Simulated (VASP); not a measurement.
# Rh (Pm-3m) in VASP: a series of runs

The runs below take Rh through single point, with PBE.

Everything below comes from runs of VASP 6.6.1. Logs are shortened: lines on timing, memory, paths and dates and some standing lists are left out, and cuts for length are marked.

## 1. The cell of the first run

Symmetry: Pm-3m, No. 221, cubic system. The conventional cell has a = 2.537 Å, b = 2.537 Å, c = 2.537 Å, α = 90.00°, β = 90.00°, γ = 90.00°. Rh (site symmetry m-3m) has 6 Rh at 2.54 Å within 3.3 Å.

## 2. Single point, PBE

The input, INCAR:

```
  PREC = Accurate
  ENCUT = 520
  EDIFF = 1E-6
  ISMEAR = -1
  SIGMA = 0.1
  LREAL = False
  LASPH = True
  NELM = 100
  ALGO = Normal
  ISIF = 2
  LWAVE = False
  LCHARG = True
  GGA = PE
  LELF = True
  LVHAR = True
  NBANDS = 14
```

The input, KPOINTS:

```
Automatic mesh
0
Gamma
  15 15 15
```

The input, POSCAR:

```
Rh
1.0
    2.5371790260      0.0000000000      0.0000000000
    0.0000000000      2.5371790260      0.0000000000
    0.0000000000      0.0000000000      2.5371790260
Rh
1
Direct
    0.0000000000      0.0000000000      0.0000000000
```

Potentials or basis: VASP PAW PBE potentials, release 64 (Rh_pv).

The run is started by

```bash
$ cat potpaw_PBE.64/Rh_pv/POTCAR > POTCAR
$ mpirun -np 1 vasp_std > vasp.out
```

OUTCAR:

```text
PREC = Accurate
   ENCUT = 520
   EDIFF = 1E-6
   ISMEAR = -1
   LREAL = False
   LASPH = True
   NELM = 100
   ISIF = 2
   GGA = PE

 ion  position               nearest neighbor table
   1  0.000  0.000  0.000-

  LATTYP: Found a simple cubic cell.
 ALAT       =     2.5371790260

  Lattice vectors:

 A1 = (   2.5371790260,   0.0000000000,   0.0000000000)
 A2 = (   0.0000000000,   2.5371790260,   0.0000000000)
 A3 = (   0.0000000000,   0.0000000000,   2.5371790260)

Analysis of symmetry for initial positions (statically):
=====================================================================
 Subroutine PRICEL returns:
 Original cell was already a primitive cell.

 Routine SETGRP: Setting up the symmetry group for a
 simple cubic supercell.

 Subroutine GETGRP returns: Found 48 space group operations
 (whereof 48 operations were pure point group operations)
 out of a pool of 48 trial point group operations.

The static configuration has the point symmetry O_h .

Analysis of symmetry for dynamics (positions and initial velocities):
=====================================================================
 Subroutine PRICEL returns:
 Original cell was already a primitive cell.

 Routine SETGRP: Setting up the symmetry group for a
 simple cubic supercell.

 Subroutine GETGRP returns: Found 48 space group operations
 (whereof 48 operations were pure point group operations)
 out of a pool of 48 trial point group operations.

The dynamic configuration has the point symmetry O_h .

 Subroutine INISYM returns: Found 48 space group operations
 (whereof 48 operations are pure point group operations),
 and found     1 'primitive' translations

----------------------------------------------------------------------------------------

                                     Primitive cell

  volume of cell :      16.3325

  direct lattice vectors                    reciprocal lattice vectors
     2.537179026  0.000000000  0.000000000     0.394138525  0.000000000  0.000000000
     0.000000000  2.537179026  0.000000000     0.000000000  0.394138525  0.000000000
     0.000000000  0.000000000  2.537179026     0.000000000  0.000000000  0.394138525

  length of vectors
     2.537179026  2.537179026  2.537179026     0.394138525  0.394138525  0.394138525

  position of ions in fractional coordinates (direct lattice)
     0.000000000  0.000000000  0.000000000

  ion indices of the primitive-cell ions
   primitive index   ion index
                 1           1

----------------------------------------------------------------------------------------

 KPOINTS: Automatic mesh

Automatic generation of k-mesh.
 Grid dimensions read from file:
 generate k-points for:   15   15   15

 Generating k-lattice:

  Cartesian coordinates                     Fractional coordinates (reciprocal lattice)
     0.026275902  0.000000000  0.000000000     0.066666667  0.000000000  0.000000000
     0.000000000  0.026275902  0.000000000     0.000000000  0.066666667  0.000000000
     0.000000000  0.000000000  0.026275902     0.000000000  0.000000000  0.066666667

  Length of vectors
     0.026275902  0.026275902  0.026275902

  Shift w.r.t. Gamma in fractional coordinates (k-lattice)
     0.000000000  0.000000000  0.000000000

 Subroutine IBZKPT returns following result:
 ===========================================

 Found    120 irreducible k-points:

 Following reciprocal coordinates:
            Coordinates               Weight
  0.000000  0.000000  0.000000      1.000000
  0.066667  0.000000  0.000000      6.000000
  0.133333  0.000000  0.000000      6.000000
  0.200000  0.000000  0.000000      6.000000
  0.266667  0.000000  0.000000      6.000000
  0.333333  0.000000  0.000000      6.000000
[... 16 lines left out ...]
  0.266667  0.200000  0.000000     24.000000
  0.333333  0.200000  0.000000     24.000000
 [... further k-points ...]
   k-points           NKPTS =    120   k-points in BZ     NKDIM =    120   number of bands    NBANDS=     14
   number of dos      NEDOS =    301   number of ions     NIONS =      1
   total plane-waves  NPLWV =   8000
   dimension x,y,z NGX =    20 NGY =   20 NGZ =   20
   dimension x,y,z NGXF=    40 NGYF=   40 NGZF=   40
   ions per type =               1
   NGX,Y,Z   is equivalent  to a cutoff of  13.10, 13.10, 13.10 a.u.
   NGXF,Y,Z  is equivalent  to a cutoff of  26.21, 26.21, 26.21 a.u.
 SYSTEM =  unknown system
   PREC   = accura    normal or accurate (medium, high low for compatibility)
   ISTART =      0    job   : 0-new  1-cont  2-samecut
   ICHARG =      2    charge: 1-file 2-atom 10-const
   ISPIN  =      1    spin polarized calculation?
   LNONCOLLINEAR =      F non collinear calculations
   LSORBIT =      F    spin-orbit coupling
   LASPH  =      T    aspherical Exc in radial PAW
   ENCUT  =  520.0 eV  38.22 Ry    6.18 a.u.   4.72  4.72  4.72*2*pi/ulx,y,z
   NELM   =    100;   NELMIN=  2; NELMDL= -5     # of ELM steps
   EDIFF  = 0.1E-05   stopping-criterion for ELM
   LREAL  =      F    real-space projection
   EDIFFG = 0.1E-04   stopping-criterion for IOM
   NSW    =      0    number of steps for IOM
   IBRION =     -1    ionic relax: 0-MD 1-quasi-New 2-CG
   NFREE  =      0    steps in history (QN), initial steepest desc. (CG)
   ISIF   =      2    stress and relaxation
   ISYM   =      2    0-nonsym 1-usesym 2-fastsym
   POTIM  = 0.5000    time-step for ionic-motion
   TEBEG  =    0.0;   TEEND  =   0.0 temperature during run
   PSTRESS=    0.0 pullay stress
   NELECT =      15.0000    total number of electrons
   NUPDOWN=      -1.0000    fix difference up-down
   EMIN   =  10.00;   EMAX   =-10.00  energy-range for DOS
   EFERMI =   0.00;   METHOD = LEGACY
   ISMEAR =    -1;   SIGMA  =   0.10  broadening in eV -4-tet -1-fermi 0-gaus
   EFERMI_NEDOS =   21; number of points for ismear=-14 and -15
   IALGO  =     38    algorithm
   IMIX   =      4    mixing-type and parameters
     AMIX     =   0.40;   BMIX     =  1.00
     AMIX_MAG =   1.60;   BMIX_MAG =  1.00
  volume/ion in A,a.u.               =      16.33       110.22
  Fermi-wavevector in a.u.,A,eV,Ry     =   1.591308  3.007135 34.453487  2.532260
  Thomas-Fermi vector in A             =   2.689868
   LORBIT       =      0    0 simple, 1 ext, 2 COOP (PROOUT), +10 PAW based schemes
   GGA     = PE    functional components
[... 5 lines left out ...]
 non-spin polarized calculation
  energy-cutoff  :      520.00
  volume of cell :       16.33
 maximum number of plane-waves:       461
 NGX is ok and might be reduce to    20
   NGX =  9   NGY =  9   NGZ =  9

 number of electron      15.0000000 magnetization

 Free energy of the ion-electron system (eV)
  ---------------------------------------------------
  ext. energy  EPLUGINS =         0.00000000
  ---------------------------------------------------
  free energy    TOTEN  =        -6.49290068 eV

  energy without entropy =       -6.43281920  energy(sigma->0) =       -6.46285994

 E-fermi :   9.1673     XC(G=0): -12.7927

 val. band max:        9.1507848637   @ k =   0.2000   0.2000   0.0667
 cond. band min:       9.1810317665   @ k =   0.2667   0.2000   0.0667
 fundamental gap:      0.0302469027
 Fermi energy:         9.1672788367

 k-point     1 :       0.0000    0.0000    0.0000
  band No.  band energies     occupation
      1     -36.8354      2.00000
      2     -36.8354      2.00000
      3     -36.8354      2.00000
      4       2.4517      2.00000
      5       4.1106      2.00000
      6       4.1106      2.00000
      7       9.9088      0.00120
      8       9.9088      0.00120
      9       9.9088      0.00120
     10      25.9536      0.00000
     11      25.9536      0.00000
     12      25.9536      0.00000
     13      30.3752      0.00000
     14      33.1869      0.00000

 k-point     2 :       0.0667    0.0000    0.0000
  band No.  band energies     occupation
      1     -36.8665      2.00000
      2     -36.8329      2.00000
      3     -36.8329      2.00000
      4       2.5789      2.00000
      5       4.1355      2.00000
      6       4.2265      2.00000
      7       9.8006      0.00355
      8       9.8006      0.00355
      9       9.9173      0.00111
     10      25.0655      0.00000
     11      26.1771      0.00000
     12      26.1771      0.00000
     13      30.3776      0.00000
     14      32.6218      0.00000

 k-point     3 :       0.1333    0.0000    0.0000
  band No.  band energies     occupation
      1     -36.9537      2.00000
      2     -36.8256      2.00000
      3     -36.8256      2.00000
      4       2.9226      2.00000
      5       4.2068      2.00000
      6       4.5922      2.00000
      7       9.5063      0.06523
      8       9.5063      0.06523
      9       9.9412      0.00087
     10      23.2247      0.00000
     11      26.8117      0.00000
     12      26.8117      0.00000
     13      30.3793      0.00000
     14      31.3942      0.00000
[... 324 lines left out ...]
 k-point    23 :       0.2667    0.2000    0.0000
  band No.  band energies     occupation
      1     -37.1996      2.00000
      2     -37.0425      2.00000
      3     -36.7821      2.00000
      4       4.4458      2.00000
      5       5.3780      2.00000
      6       6.3068      2.00000
      7       8.4108      1.99896
      8       8.7661      1.96445
      9       9.2753      0.50711
     10      20.3802      0.00000
     11      23.5209      0.00000
     12      29.5683      0.00000
     13      30.3869      0.00000
     14      30.7708      0.00000

 k-point    24 :       0.3333    0.2000    0.0000
  band No.  band energies     occupation
      1     -37.3336      2.00000
      2     -37.0290      2.00000
      3     -36.7704      2.00000
      4       4.7084      2.00000
      5       5.5055      2.00000
      6       6.5856      2.00000
      7       8.4000      1.99907
      8       9.1186      1.23864
      9       9.3239      0.34558
     10      18.5109      0.00000
     11      24.4178      0.00000
     12      28.9092      0.00000
     13      30.3861      0.00000
     14      32.0453      0.00000

 [... further k-points ...]
[... 5 lines left out ...]
  --------------------------------------------------------------------------------------
  -------------------------------------------------------------------------------------
  Total        0.0029440      0.0029440      0.0029440      0.0000000     -0.0000000      0.0000000
  in kB        0.2887959      0.2887959      0.2887959      0.0000000     -0.0000000      0.0000000
  external PRESSURE =       0.2887959 kB  Pullay stress =       0.0000000 kB

 VOLUME and BASIS-vectors are now :
 -----------------------------------------------------------------------------
  energy-cutoff  :      520.00
  volume of cell :       16.33
      direct lattice vectors                 reciprocal lattice vectors
     2.537179026  0.000000000  0.000000000     0.394138525  0.000000000  0.000000000
     0.000000000  2.537179026  0.000000000     0.000000000  0.394138525  0.000000000
     0.000000000  0.000000000  2.537179026     0.000000000  0.000000000  0.394138525

 POSITION                                       TOTAL-FORCE (eV/Angst)
 -----------------------------------------------------------------------------------
      0.00000      0.00000      0.00000         0.000000      0.000000      0.000000
 -----------------------------------------------------------------------------------
    total drift:                                0.000000      0.000000      0.000000

  FREE ENERGIE OF THE ION-ELECTRON SYSTEM (eV)
  ---------------------------------------------------
  free  energy   TOTEN  =        -6.4929006810 eV

  energy  without entropy=       -6.4328192040  energy(sigma->0) =       -6.46285994
```

It took 29 s on 1 thread of Intel Xeon 8259CL, shared host; peak memory 0.14 GiB.

What came out:

```yaml
Free_energy: -6.4929 eV
Pressure: 0.0 GPa
```

## 3. Single point, PBE (volume scaled by 0.4, source ansatz)

The input, INCAR:

```
SYSTEM = Rh
PREC = Accurate ; ENCUT = 500
EDIFF = 1E-6 ; ISMEAR = -1
SIGMA = 0.1 ; LREAL = .FALSE.
LASPH = .TRUE. ; NELM = 120
ALGO = Normal ; ISIF = 2
LWAVE = .FALSE. ; LCHARG = .FALSE.
GGA = PE ; NBANDS = 14
GGA_COMPAT = .FALSE.
```

The input, KPOINTS:

```
Automatic mesh
0
G
  15 15 15
  0 0 0
```

The input, POSCAR:

```
Rh
1.0
    1.8694094899      0.0000000000      0.0000000000
    0.0000000000      1.8694094899      0.0000000000
    0.0000000000      0.0000000000      1.8694094899
Rh
1
Direct
    0.0000000000      0.0000000000      0.0000000000
```

Potentials or basis: VASP PAW PBE potentials, release 64 (Rh_pv).

The run is started by

```bash
$ cat potpaw_PBE.64/Rh_pv/POTCAR > POTCAR
$ mpirun -np 1 vasp_std > vasp.out
```

OUTCAR:

```text
SYSTEM = Rh
   PREC = Accurate
   ENCUT = 500
   EDIFF = 1E-6
   ISMEAR = -1
   LREAL = .FALSE.
   LASPH = .TRUE.
   NELM = 120
   ISIF = 2
   GGA = PE

 ion  position               nearest neighbor table
   1  0.000  0.000  0.000-

  LATTYP: Found a simple cubic cell.
 ALAT       =     1.8694094899

  Lattice vectors:

 A1 = (   1.8694094899,   0.0000000000,   0.0000000000)
 A2 = (   0.0000000000,   1.8694094899,   0.0000000000)
 A3 = (   0.0000000000,   0.0000000000,   1.8694094899)

Analysis of symmetry for initial positions (statically):
=====================================================================
 Subroutine PRICEL returns:
 Original cell was already a primitive cell.

 Routine SETGRP: Setting up the symmetry group for a
 simple cubic supercell.

 Subroutine GETGRP returns: Found 48 space group operations
 (whereof 48 operations were pure point group operations)
 out of a pool of 48 trial point group operations.

The static configuration has the point symmetry O_h .

Analysis of symmetry for dynamics (positions and initial velocities):
=====================================================================
[... 161 lines left out ...]
 Fermi energy:        32.3403445882

 k-point     1 :       0.0000    0.0000    0.0000
  band No.  band energies     occupation
      1     -16.0562      2.00000
      2     -16.0562      2.00000
      3     -16.0562      2.00000
      4      14.8274      2.00000
      5      14.8274      2.00000
      6      19.2020      2.00000
      7      35.1846      0.00000
      8      35.1846      0.00000
      9      35.1846      0.00000
     10      50.6635      0.00000
     11      56.1104      0.00000
     12      56.1104      0.00000
     13      56.1104      0.00000
     14      68.3021      0.00000
[... 377 lines left out ...]
      1     -22.4965      2.00000
      2     -18.6488      2.00000
      3     -14.9898      2.00000
      4      18.5010      2.00000
      5      19.8174      2.00000
      6      25.0817      2.00000
      7      28.3606      2.00000
      8      32.3662      0.87152
      9      32.9711      0.00364
     10      47.0803      0.00000
     11      50.6477      0.00000
     12      54.6094      0.00000
     13      56.2962      0.00000
     14      68.1903      0.00000

 [... further k-points ...]
[... 5 lines left out ...]
  --------------------------------------------------------------------------------------
  -------------------------------------------------------------------------------------
  Total       59.8425480     59.8425480     59.8425480      0.0000000      0.0000000     -0.0000000
  in kB    14675.9873921  14675.9873921  14675.9873921      0.0000000      0.0000000     -0.0000000
  external PRESSURE =   14675.9873921 kB  Pullay stress =       0.0000000 kB

 VOLUME and BASIS-vectors are now :
 -----------------------------------------------------------------------------
  energy-cutoff  :      500.00
  volume of cell :        6.53
      direct lattice vectors                 reciprocal lattice vectors
     1.869409490  0.000000000  0.000000000     0.534928278  0.000000000  0.000000000
     0.000000000  1.869409490  0.000000000     0.000000000  0.534928278  0.000000000
     0.000000000  0.000000000  1.869409490     0.000000000  0.000000000  0.534928278

 POSITION                                       TOTAL-FORCE (eV/Angst)
 -----------------------------------------------------------------------------------
      0.00000      0.00000      0.00000         0.000000      0.000000      0.000000
 -----------------------------------------------------------------------------------
    total drift:                                0.000000      0.000000     -0.000000

  FREE ENERGIE OF THE ION-ELECTRON SYSTEM (eV)
  ---------------------------------------------------
  free  energy   TOTEN  =        13.0147074128 eV

  energy  without entropy=       13.0303086603  energy(sigma->0) =       13.02250804
```

OSZICAR:

```text
N       E                     dE             d eps       ncg     rms          rms(c)
DAV:   1     0.121949438509E+03    0.12195E+03   -0.79245E+03  3436   0.126E+03
DAV:   2     0.136790279411E+02   -0.10827E+03   -0.10378E+03  3702   0.355E+02
DAV:   3     0.124966983185E+02   -0.11823E+01   -0.11814E+01  3924   0.387E+01
DAV:   4     0.124949978711E+02   -0.17004E-02   -0.17004E-02  3828   0.155E+00
DAV:   5     0.124949934746E+02   -0.43965E-05   -0.43950E-05  3900   0.698E-02    0.103E+02
DAV:   6     0.128567018097E+02    0.36171E+00   -0.12347E-01  3660   0.592E+00    0.634E+01
DAV:   7     0.130088240474E+02    0.15212E+00   -0.13005E-01  3810   0.608E+00    0.887E-01
DAV:   8     0.130146319252E+02    0.58079E-02   -0.10736E-02  3558   0.167E+00    0.777E-02
DAV:   9     0.130146789166E+02    0.46991E-04   -0.10695E-04  3822   0.131E-01    0.340E-02
DAV:  10     0.130147065802E+02    0.27664E-04   -0.13330E-05  3798   0.514E-02    0.125E-02
DAV:  11     0.130147074128E+02    0.83266E-06   -0.37276E-07  2466   0.685E-03
   1 F= 0.13014707E+02 E0= 0.13022508E+02  d E =-.156012E-01
```

Run time: 15 s. Hardware: 1 thread of AMD EPYC 7R13, shared host; peak memory 0.09 GiB.

The run converged, but its numbers aren't listed here, since they failed a check.

## 4. Single point, PBE (volume scaled by 0.8)

The input, INCAR:

```
SYSTEM = Rh
ALGO     = Normal         ! electronic algorithm
EDIFF    = 1E-6           ! SCF threshold, eV
ENCUT    = 500            ! plane-wave cutoff, eV
GGA      = PE             ! functional
GGA_COMPAT= .FALSE.      
ISIF     = 2              ! what is computed and relaxed
ISMEAR   = -1             ! smearing method
LASPH    = .TRUE.         ! aspherical terms in the spheres
LCHARG   = .FALSE.        ! write CHGCAR
LREAL    = .FALSE.        ! projectors in reciprocal space
LWAVE    = .FALSE.        ! write WAVECAR
NBANDS   = 14             ! bands
NELM     = 120            ! most SCF steps
PREC     = Accurate       ! precision mode
SIGMA    = 0.1            ! smearing width, eV
```

The input, KPOINTS:

```
k-points
0
G
  15 15 15
  0 0 0
```

The input, POSCAR:

```
Rh
1.0
    2.3553083672      0.0000000000      0.0000000000
    0.0000000000      2.3553083672      0.0000000000
    0.0000000000      0.0000000000      2.3553083672
Rh
1
Direct
    0.0000000000      0.0000000000      0.0000000000
```

The run is started by

```bash
$ cat potpaw_PBE.64/Rh_pv/POTCAR > POTCAR
$ mpirun -np 1 vasp_std > vasp.out
```

Wall time 17 s (1 thread of AMD EPYC 7R13, shared host); peak memory 0.1 GiB.

The run converged. Its results:

```yaml
Free_energy: -5.9072 eV
Pressure: 71.5 GPa
```

Levels at points of the mesh, in eV from the Fermi level:
```tsv
k point	band 5	band 6	band 7	band 8	band 9	band 10	band 11	band 12
(0.00, 0.00, 0.00)	-6.94	-6.94	1.10	1.10	1.10	18.46	18.46	18.46
```
